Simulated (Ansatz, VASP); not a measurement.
# Two plane-wave programs on SnTe2

File INCAR:

```
ALGO = Normal
EDIFF = 1E-6
ENCUT = 500
GGA = PE
GGA_COMPAT = False
ISIF = 2
ISMEAR = -1
LASPH = True
LCHARG = False
LREAL = False
LWAVE = False
NBANDS = 20
NELM = 120
PREC = Accurate
SIGMA = 0.02
```

Contents of KPOINTS:

```
k-points
0
Gamma
  6 6 6
```

Contents of POSCAR:

```
SnTe2
1.0
    2.0883103927      1.2056865674      6.2909642825
   -2.0883103927      1.2056865674      6.2909642825
    0.0000000000     -2.4113731348      6.2909642825
Sn Te
1 2
Direct
    0.0000000000      0.0000000000      0.0000000000
    0.2413664390      0.2413664390      0.2413664390
    0.7586335610      0.7586335610      0.7586335610
```

Input for Ansatz:

```yaml
crystal:
  lattice:
    - [2.0883103927, 1.2056865674, 6.2909642825]
    - [-2.0883103927, 1.2056865674, 6.2909642825]
    - [0.0, -2.4113731348, 6.2909642825]
  atoms:
    - { symbol: Sn, position: [0.0, 0.0, 0.0] }
    - { symbol: Te, position: [0.241366439, 0.241366439, 0.241366439] }
    - { symbol: Te, position: [0.758633561, 0.758633561, 0.758633561] }
kpoints:
  mp_grid: { grid: [6, 6, 6] }
hamiltonian:
  xc: pbe
scf:
  occupations: { method: fermi_dirac, width: 0.02 }
  n_extra_bands: 4
  mixing: { preconditioner: resta }
output:
  forces: true
  stress: true
  eigenvalues: true
```

Alike in both runs: task single point; functional PBE; k mesh 6 × 6 × 6; occupations fermi-dirac, width 0.02 eV; no spin polarisation.

|  | VASP | Ansatz |
| --- | --- | --- |
| version | VASP 6.6.1 | Ansatz 0.2.0 |
| potentials or method | VASP PAW PBE potentials, release 64 (Sn_d, Te) | plane waves |
| plane-wave cutoff (eV) | 500 | 420 |
| valence electrons in the cell | 26 | 46 |

|  | VASP | Ansatz | Ansatz less VASP |
| --- | --- | --- | --- |
| pressure (GPa) | 2.0 | 1.9 | -0.01 |
| traceless stress, the component that is largest in VASP (GPa) | 0.09 | 0.12 | +0.034 |
| rms of the force components (eV/Å) | 0.176 | 0.172 | -0.0043 |

Atom by atom the forces differ by 0.004 eV/Å (rms over components). VASP's potentials hold 26 valence electrons a cell and Ansatz's 46, so a difference there can come from the potentials and not from the codes.

Spin-orbit coupling is off throughout.
